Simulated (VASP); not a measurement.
# PbS (F-43m) in VASP: single point with LDA

Aim: the single point of PbS with LDA.

Everything below comes from runs of VASP 6.6.1. Logs are shortened: lines on timing, memory, paths and dates and some standing lists are left out, and cuts for length are marked.

## Step 1: The cell of the first run

The structure is cubic, space group F-43m (No. 216). Conventional cell: a = 6.495 Å, b = 6.495 Å, c = 6.495 Å, α = 90.00°, β = 90.00°, γ = 90.00°. Within 3.7 Å of Pb (site symmetry -43m) lie 4 S at 2.81 Å. Within 3.7 Å of S (site symmetry -43m) lie 4 Pb at 2.81 Å.

## Step 2: Single point, LDA

INCAR reads:

```
SYSTEM = PbS
  ALGO = Normal
  EDIFF = 1E-6
  ENCUT = 500
  GGA = CA
  GGA_COMPAT = .FALSE.
  ISIF = 2
  ISMEAR = 0
  LASPH = .TRUE.
  LCHARG = .FALSE.
  LREAL = .FALSE.
  LWAVE = .FALSE.
  NBANDS = 17
  NELM = 120
  PREC = Accurate
  SIGMA = 0.05
```

KPOINTS reads:

```
k-points
0
G
  4 4 4
  0 0 0
```

POSCAR reads:

```
PbS
1.0
    0.0000000000      3.2474257938      3.2474257938
    3.2474257938      0.0000000000      3.2474257938
    3.2474257938      3.2474257938      0.0000000000
Pb S
1 1
Direct
    0.0000000000      0.0000000000      0.0000000000
    0.2500000000      0.2500000000      0.2500000000
```

Potentials or basis: VASP PAW LDA potentials, release 64 (Pb_d, S).

On the command line:

```bash
cat potpaw_LDA.64/Pb_d/POTCAR potpaw_LDA.64/S/POTCAR > POTCAR
mpirun -np 1 vasp_std > vasp.out
```

OUTCAR:

```text
SYSTEM = PbS
   EDIFF = 1E-6
   ENCUT = 500
   GGA = CA
   ISIF = 2
   ISMEAR = 0
   LASPH = .TRUE.
   LREAL = .FALSE.
   NELM = 120
   PREC = Accurate

 ion  position               nearest neighbor table
   1  0.000  0.000  0.000-   2 2.81   2 2.81   2 2.81   2 2.81
   2  0.250  0.250  0.250-   1 2.81   1 2.81   1 2.81   1 2.81

  LATTYP: Found a face centered cubic cell.
 ALAT       =     6.4948515876

  Lattice vectors:

 A1 = (   0.0000000000,   3.2474257938,   3.2474257938)
 A2 = (   3.2474257938,   0.0000000000,   3.2474257938)
 A3 = (   3.2474257938,   3.2474257938,   0.0000000000)

Analysis of symmetry for initial positions (statically):
=====================================================================
 Subroutine PRICEL returns:
 Original cell was already a primitive cell.

 Routine SETGRP: Setting up the symmetry group for a
 face centered cubic supercell.

 Subroutine GETGRP returns: Found 24 space group operations
 (whereof 24 operations were pure point group operations)
 out of a pool of 48 trial point group operations.

The static configuration has the point symmetry T_d .

Analysis of symmetry for dynamics (positions and initial velocities):
=====================================================================
 Subroutine PRICEL returns:
 Original cell was already a primitive cell.

 Routine SETGRP: Setting up the symmetry group for a
 face centered cubic supercell.

 Subroutine GETGRP returns: Found 24 space group operations
 (whereof 24 operations were pure point group operations)
 out of a pool of 48 trial point group operations.

The dynamic configuration has the point symmetry T_d .

 Subroutine INISYM returns: Found 24 space group operations
 (whereof 24 operations are pure point group operations),
 and found     1 'primitive' translations

----------------------------------------------------------------------------------------

                                     Primitive cell

  volume of cell :      68.4932

  direct lattice vectors                    reciprocal lattice vectors
     0.000000000  3.247425794  3.247425794    -0.153968106  0.153968106  0.153968106
     3.247425794  0.000000000  3.247425794     0.153968106 -0.153968106  0.153968106
     3.247425794  3.247425794  0.000000000     0.153968106  0.153968106 -0.153968106

  length of vectors
     4.592553600  4.592553600  4.592553600     0.266680583  0.266680583  0.266680583

  position of ions in fractional coordinates (direct lattice)
     0.000000000  0.000000000  0.000000000
     0.250000000  0.250000000  0.250000000

  ion indices of the primitive-cell ions
   primitive index   ion index
                 1           1
                 2           2

----------------------------------------------------------------------------------------

 KPOINTS: k-points

Automatic generation of k-mesh.
 Grid dimensions read from file:
 generate k-points for:    4    4    4

 Generating k-lattice:

  Cartesian coordinates                     Fractional coordinates (reciprocal lattice)
    -0.038492027  0.038492027  0.038492027     0.250000000  0.000000000  0.000000000
     0.038492027 -0.038492027  0.038492027     0.000000000  0.250000000  0.000000000
     0.038492027  0.038492027 -0.038492027     0.000000000  0.000000000  0.250000000

  Length of vectors
     0.066670146  0.066670146  0.066670146

  Shift w.r.t. Gamma in fractional coordinates (k-lattice)
     0.000000000  0.000000000  0.000000000

 Subroutine IBZKPT returns following result:
 ===========================================

 Found      8 irreducible k-points:

 Following reciprocal coordinates:
            Coordinates               Weight
  0.000000  0.000000  0.000000      1.000000
  0.250000  0.000000  0.000000      8.000000
  0.500000  0.000000  0.000000      4.000000
  0.250000  0.250000  0.000000      6.000000
  0.500000  0.250000  0.000000     24.000000
 -0.250000  0.250000  0.000000     12.000000
  0.500000  0.500000  0.000000      3.000000
 -0.250000  0.500000  0.250000      6.000000
   k-points           NKPTS =      8   k-points in BZ     NKDIM =      8   number of bands    NBANDS=     17
   number of dos      NEDOS =    301   number of ions     NIONS =      2
   total plane-waves  NPLWV =  46656
   dimension x,y,z NGX =    36 NGY =   36 NGZ =   36
   dimension x,y,z NGXF=    72 NGYF=   72 NGZF=   72
   ions per type =               1   1
   NGX,Y,Z   is equivalent  to a cutoff of  13.03, 13.03, 13.03 a.u.
   NGXF,Y,Z  is equivalent  to a cutoff of  26.06, 26.06, 26.06 a.u.
 SYSTEM =  PbS
   PREC   = accura    normal or accurate (medium, high low for compatibility)
   ISTART =      0    job   : 0-new  1-cont  2-samecut
   ICHARG =      2    charge: 1-file 2-atom 10-const
   ISPIN  =      1    spin polarized calculation?
   LNONCOLLINEAR =      F non collinear calculations
   LSORBIT =      F    spin-orbit coupling
   LASPH  =      T    aspherical Exc in radial PAW
   ENCUT  =  500.0 eV  36.75 Ry    6.06 a.u.   8.37  8.37  8.37*2*pi/ulx,y,z
   NELM   =    120;   NELMIN=  2; NELMDL= -5     # of ELM steps
   EDIFF  = 0.1E-05   stopping-criterion for ELM
   LREAL  =      F    real-space projection
   EDIFFG = 0.1E-04   stopping-criterion for IOM
   NSW    =      0    number of steps for IOM
   IBRION =     -1    ionic relax: 0-MD 1-quasi-New 2-CG
   NFREE  =      0    steps in history (QN), initial steepest desc. (CG)
   ISIF   =      2    stress and relaxation
   ISYM   =      2    0-nonsym 1-usesym 2-fastsym
   POTIM  = 0.5000    time-step for ionic-motion
   TEBEG  =    0.0;   TEEND  =   0.0 temperature during run
   PSTRESS=    0.0 pullay stress
   NELECT =      20.0000    total number of electrons
   NUPDOWN=      -1.0000    fix difference up-down
   EMIN   =  10.00;   EMAX   =-10.00  energy-range for DOS
   EFERMI =   0.00;   METHOD = LEGACY
   ISMEAR =     0;   SIGMA  =   0.05  broadening in eV -4-tet -1-fermi 0-gaus
   EFERMI_NEDOS =   21; number of points for ismear=-14 and -15
   IALGO  =     38    algorithm
   IMIX   =      4    mixing-type and parameters
     AMIX     =   0.40;   BMIX     =  1.00
     AMIX_MAG =   1.60;   BMIX_MAG =  1.00
  volume/ion in A,a.u.               =      34.25       231.11
  Fermi-wavevector in a.u.,A,eV,Ry     =   1.086098  2.052427 16.049547  1.179608
  Thomas-Fermi vector in A             =   2.222227
   LORBIT       =      0    0 simple, 1 ext, 2 COOP (PROOUT), +10 PAW based schemes
   GGA     = CA    functional components
   LHFCALC =     F    Hartree Fock is set to
   AEXX    =    0.0000 exact exchange contribution
   IVDW    =     0    specifies the selected vdW correction
   LEPSILON=     F    determine dielectric tensor
   LRPA    =     F    only Hartree local field effects (RPA)
 non-spin polarized calculation
 Gauss-broadening in eV      SIGMA  =   0.05
  energy-cutoff  :      500.00
  volume of cell :       68.49
 maximum number of plane-waves:      1807
 NGX is ok and might be reduce to    36
   NGX = 17   NGY = 17   NGZ = 17

 number of electron      20.0000004 magnetization

 Free energy of the ion-electron system (eV)
  ---------------------------------------------------
  ext. energy  EPLUGINS =         0.00000000
  ---------------------------------------------------
  free energy    TOTEN  =        -9.39655647 eV

  energy without entropy =       -9.39655647  energy(sigma->0) =       -9.39655647

 E-fermi :   3.3537     XC(G=0):  -8.5715

 val. band max:        3.1057971442   @ k =  -0.2500   0.5000   0.2500
 cond. band min:       3.5808793735   @ k =   0.5000   0.5000   0.0000
 fundamental gap:      0.4750822292
 Fermi energy:         3.3537498352

 k-point     1 :       0.0000    0.0000    0.0000
  band No.  band energies     occupation
      1     -13.5638      2.00000
      2     -13.5638      2.00000
      3     -13.5638      2.00000
      4     -13.5116      2.00000
      5     -13.5116      2.00000
      6      -9.8295      2.00000
      7      -2.7917      2.00000
      8       1.2032      2.00000
      9       1.2032      2.00000
     10       1.2032      2.00000
     11       5.4320      0.00000
     12       5.4320      0.00000
     13       5.4320      0.00000
     14       8.1300      0.00000
     15      11.6178      0.00000
     16      11.6178      0.00000
     17      12.5158      0.00000

 k-point     2 :       0.2500    0.0000    0.0000
  band No.  band energies     occupation
      1     -13.5845      2.00000
      2     -13.5559      2.00000
      3     -13.5559      2.00000
      4     -13.5103      2.00000
      5     -13.5103      2.00000
      6      -9.4642      2.00000
      7      -3.8238      2.00000
      8       0.8979      2.00000
      9       0.8979      2.00000
     10       1.2314      2.00000
     11       5.4558      0.00000
     12       5.9077      0.00000
     13       5.9077      0.00000
     14       9.8311      0.00000
     15      10.7282      0.00000
     16      10.7282      0.00000
     17      12.1433      0.00000

 k-point     3 :       0.5000    0.0000    0.0000
  band No.  band energies     occupation
      1     -13.6049      2.00000
      2     -13.5504      2.00000
      3     -13.5504      2.00000
      4     -13.5065      2.00000
      5     -13.5065      2.00000
      6      -8.9880      2.00000
      7      -4.8272      2.00000
      8       0.6459      2.00000
      9       0.6459      2.00000
     10       0.9892      2.00000
     11       6.1697      0.00000
     12       6.1697      0.00000
     13       6.6358      0.00000
     14       9.8582      0.00000
     15      11.6121      0.00000
     16      11.8102      0.00000
     17      11.8102      0.00000

 k-point     4 :       0.2500    0.2500    0.0000
  band No.  band energies     occupation
      1     -13.6006      2.00000
      2     -13.5464      2.00000
      3     -13.5464      2.00000
      4     -13.5175      2.00000
      5     -13.5056      2.00000
      6      -9.3359      2.00000
      7      -4.0569      2.00000
      8       0.4428      2.00000
      9       0.4428      2.00000
     10       2.1977      2.00000
     11       4.0989      0.00000
     12       6.7387      0.00000
     13       6.7387      0.00000
     14       8.8138      0.00000
     15      11.1739      0.00000
     16      12.1030      0.00000
     17      14.1944      0.00000

 k-point     5 :       0.5000    0.2500    0.0000
  band No.  band energies     occupation
      1     -13.6162      2.00000
      2     -13.5428      2.00000
      3     -13.5387      2.00000
      4     -13.5161      2.00000
      5     -13.5040      2.00000
      6      -8.8338      2.00000
      7      -4.9706      2.00000
      8      -0.3697      2.00000
      9       0.2278      2.00000
     10       2.4915      2.00000
     11       4.8511      0.00000
     12       6.8686      0.00000
     13       7.1587      0.00000
     14       9.3600      0.00000
     15      11.7610      0.00000
     16      12.1620      0.00000
     17      12.9769      0.00000

 k-point     6 :      -0.2500    0.2500    0.0000
  band No.  band energies     occupation
      1     -13.6041      2.00000
      2     -13.5484      2.00000
      3     -13.5459      2.00000
      4     -13.5111      2.00000
      5     -13.5087      2.00000
      6      -9.0112      2.00000
      7      -4.6819      2.00000
      8      -0.3775      2.00000
      9       0.6263      2.00000
     10       2.2513      2.00000
     11       5.7612      0.00000
     12       6.0419      0.00000
     13       6.4500      0.00000
     14      10.3319      0.00000
     15      10.5171      0.00000
     16      11.7417      0.00000
     17      12.9700      0.00000

 k-point     7 :       0.5000    0.5000    0.0000
  band No.  band energies     occupation
      1     -13.6348      2.00000
      2     -13.5288      2.00000
      3     -13.5288      2.00000
      4     -13.5243      2.00000
      5     -13.4996      2.00000
      6      -8.6463      2.00000
      7      -5.2555      2.00000
      8      -0.1175      2.00000
      9      -0.1175      2.00000
     10       2.5529      2.00000
     11       3.5809      0.00000
     12       8.2537      0.00000
     13       8.2537      0.00000
     14       8.8361      0.00000
     15      11.7819      0.00000
     16      12.8464      0.00000
     17      13.2246      0.00000

 k-point     8 :      -0.2500    0.5000    0.2500
  band No.  band energies     occupation
      1     -13.6205      2.00000
      2     -13.5448      2.00000
      3     -13.5302      2.00000
      4     -13.5166      2.00000
      5     -13.5056      2.00000
      6      -8.6355      2.00000
      7      -5.2346      2.00000
      8      -0.4051      2.00000
      9      -0.3769      2.00000
     10       3.1058      2.00000
     11       5.5973      0.00000
     12       5.6242      0.00000
     13       8.0691      0.00000
     14       8.7740      0.00000
     15      11.9859      0.00000
     16      12.5323      0.00000
     17      12.7318      0.00000

------------------------ aborting loop because EDIFF is reached ----------------------------------------

  FORCE on cell =-STRESS in cart. coord.  units (eV):
  Direction    XX          YY          ZZ          XY          YZ          ZX
  --------------------------------------------------------------------------------------
  -------------------------------------------------------------------------------------
  Total       -0.1921749     -0.1921749     -0.1921749     -0.0000000     -0.0000000      0.0000000
  in kB       -4.4953098     -4.4953098     -4.4953098     -0.0000000     -0.0000000      0.0000000
  external PRESSURE =      -4.4953098 kB  Pullay stress =       0.0000000 kB

 VOLUME and BASIS-vectors are now :
 -----------------------------------------------------------------------------
  energy-cutoff  :      500.00
  volume of cell :       68.49
      direct lattice vectors                 reciprocal lattice vectors
     0.000000000  3.247425794  3.247425794    -0.153968106  0.153968106  0.153968106
     3.247425794  0.000000000  3.247425794     0.153968106 -0.153968106  0.153968106
     3.247425794  3.247425794  0.000000000     0.153968106  0.153968106 -0.153968106

 POSITION                                       TOTAL-FORCE (eV/Angst)
 -----------------------------------------------------------------------------------
      0.00000      0.00000      0.00000        -0.000000     -0.000000     -0.000000
      1.62371      1.62371      1.62371         0.000000      0.000000      0.000000
 -----------------------------------------------------------------------------------
    total drift:                                0.000000      0.000000      0.000000

  FREE ENERGIE OF THE ION-ELECTRON SYSTEM (eV)
  ---------------------------------------------------
  free  energy   TOTEN  =        -9.3965564670 eV

  energy  without entropy=       -9.3965564670  energy(sigma->0) =       -9.39655647
```

Wall time 6.9 s (1 thread of AMD EPYC 9R45 (Zen 5), shared host); peak memory 0.14 GiB.

What came out:

```
Free energy            : -9.3966 eV
Pressure               : -0.4 GPa
Band gap on the k mesh : 0.48 eV, indirect (least direct gap 1.03 eV)
```

Caveat: spin-orbit coupling is left out, which moves the levels of the heavy elements.
